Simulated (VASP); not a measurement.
Here is a VASP 6.6.1 calculation.

The input INCAR:

```
SYSTEM = Cd3SeS2
ALGO = Normal
EDIFF = 1E-7
EDIFFG = -0.01
ENCUT = 600
GGA = PE
IBRION = 2
ISIF = 3
ISMEAR = 0
LASPH = .True.
LCHARG = .False.
LREAL = .False.
LWAVE = .False.
NELM = 80
NSW = 100
PREC = Accurate
SIGMA = 0.02
```

File KPOINTS:

```
k-points
0
Gamma
  6 6 2
  0 0 0
```

File POSCAR:

```
Cd3SeS2
1.0
    4.2618228892      0.0000000000      0.0000000000
   -2.1309114446      3.6908468885      0.0000000000
    0.0000000000      0.0000000000     20.8364079621
Cd Se S
6 2 4
Direct
    0.6666666667      0.3333333333      0.9998707116
    0.6666666667      0.3333333333      0.3380346308
    0.6666666667      0.3333333333      0.6616743012
    0.3333333333      0.6666666667      0.1616743012
    0.3333333333      0.6666666667      0.4998707116
    0.3333333333      0.6666666667      0.8380346308
    0.6666666667      0.3333333333      0.7908539177
    0.3333333333      0.6666666667      0.2908539177
    0.6666666667      0.3333333333      0.1232803863
    0.6666666667      0.3333333333      0.4612860524
    0.3333333333      0.6666666667      0.6232803863
    0.3333333333      0.6666666667      0.9612860524
```

Potentials or basis: VASP PAW PBE potentials, release 64 (Cd, Se, S).

Run with:

```console
$ cat potpaw_PBE.64/Cd/POTCAR potpaw_PBE.64/Se/POTCAR potpaw_PBE.64/S/POTCAR > POTCAR
$ mpirun -np 1 vasp_std > vasp.out
```

Problem. What does it give for the relaxed volume?

Solution. 27.37 Å³/atom.

Problem. Estimate the band gap on the k mesh.

Solution. 0.72 eV.

Problem. Predict the space group after relaxing (to 0.1 Å).

Solution. P6_3mc (No. 186).

Problem. Predict the relaxed cell.

Solution. a = 4.264 Å, b = 4.264 Å, c = 20.858 Å, α = 90.00°, β = 90.00°, γ = 120.00°.

Forces in eV/Å, atoms in the order of the input:
```
Cd   0.000  0.000 -0.002
Cd   0.000  0.000 -0.003
Cd   0.000  0.000  0.006
Cd   0.000  0.000  0.006
Cd   0.000  0.000 -0.002
Cd   0.000  0.000 -0.003
Se   0.000  0.000 -0.005
Se   0.000  0.000 -0.005
S    0.000  0.000  0.004
S    0.000  0.000  0.000
S    0.000  0.000  0.004
S    0.000  0.000  0.000
```
